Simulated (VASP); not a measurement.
The system is Y5AlN6.

```
Y Al N
1.0
     3.58866    0.00000    0.00000
     0.00000    3.58866    0.00000
     0.00000    0.00000   15.22541
Y Al N
5 1 6
Direct
  0.00000 0.00000 0.83333
  0.50000 0.50000 0.00000
  0.00000 0.00000 0.16667
  0.50000 0.50000 0.33333
  0.50000 0.50000 0.66667
  0.00000 0.00000 0.50000
  0.00000 0.00000 0.00000
  0.50000 0.50000 0.16667
  0.00000 0.00000 0.33333
  0.50000 0.50000 0.50000
  0.00000 0.00000 0.66667
  0.50000 0.50000 0.83333
```

| Property | Result |
| --- | --- |
| Program | VASP 6.6.1 |
| Task | relaxation of cell and atoms |
| Functional | PBE |
| Potentials or basis | VASP PAW PBE potentials, release 64 (Y_sv, Al, N) |
| Cutoff | 600 eV |
| k mesh | 6 × 6 × 1 |
| Occupations | gaussian, width 0.1 eV |
| Spin | no spin polarisation |

At the start: pressure -17.9 GPa; volume 16.34 Å³/atom.

How do energy, volume and symmetry change on relaxing?

Over 15 steps the energy falls by 196.3 meV/atom and the volume is 13.98 Å³/atom (-14.4 %); space group P4/mmm (No. 123, to 0.05 Å).

The path:
| step | energy change (eV) | largest force (eV/Å) | pressure (GPa) | volume (Å³) |
| --- | --- | --- | --- | --- |
| 1 | 0.0000 | 1.0697 | -17.94 | 196.08 |
| 2 | -0.5384 | 1.4517 | 25.52 | 148.61 |
| 3 | -1.8737 | 0.9805 | -0.06 | 167.94 |
| 4 | -1.8742 | 0.9749 | 0.45 | 167.41 |
| 5 | -2.0071 | 0.9111 | 0.58 | 167.09 |
| 6 | -2.1326 | 1.4320 | 2.18 | 166.12 |
| 7 | -2.1474 | 1.1290 | 1.50 | 166.40 |
| 8 | -2.2352 | 0.8387 | 0.30 | 167.51 |
| 9 | -2.3233 | 0.1820 | -2.22 | 170.17 |
| 10 | -2.3469 | 0.1603 | -0.03 | 167.87 |
| 11 | -2.3469 | 0.1599 | 0.09 | 167.83 |
| 12 | -2.3498 | 0.1307 | -0.02 | 167.82 |
| 13 | -2.3550 | 0.0555 | -0.03 | 167.78 |
| 14 | -2.3515 | 0.1263 | -0.01 | 167.71 |
| 15 | -2.3559 | 0.0257 | -0.04 | 167.76 |

Final structure:
```cif
data_structure
_symmetry_space_group_name_H-M 'P 1'
_symmetry_Int_Tables_number 1
_cell_length_a 3.4296
_cell_length_b 3.4296
_cell_length_c 14.2627
_cell_angle_alpha 90.000
_cell_angle_beta 90.000
_cell_angle_gamma 90.000
_cell_volume 167.76
loop_
_atom_site_label
_atom_site_type_symbol
_atom_site_fract_x
_atom_site_fract_y
_atom_site_fract_z
_atom_site_occupancy
Y1 Y 0.00000 0.00000 0.82701 1
Y2 Y 0.50000 0.50000 0.00000 1
Y3 Y 0.00000 0.00000 0.17299 1
Y4 Y 0.50000 0.50000 0.34743 1
Y5 Y 0.50000 0.50000 0.65257 1
Al1 Al 0.00000 0.00000 0.50000 1
N1 N 0.00000 0.00000 0.00000 1
N2 N 0.50000 0.50000 0.17149 1
N3 N 0.00000 0.00000 0.35317 1
N4 N 0.50000 0.50000 0.50000 1
N5 N 0.00000 0.00000 0.64683 1
N6 N 0.50000 0.50000 0.82851 1
```
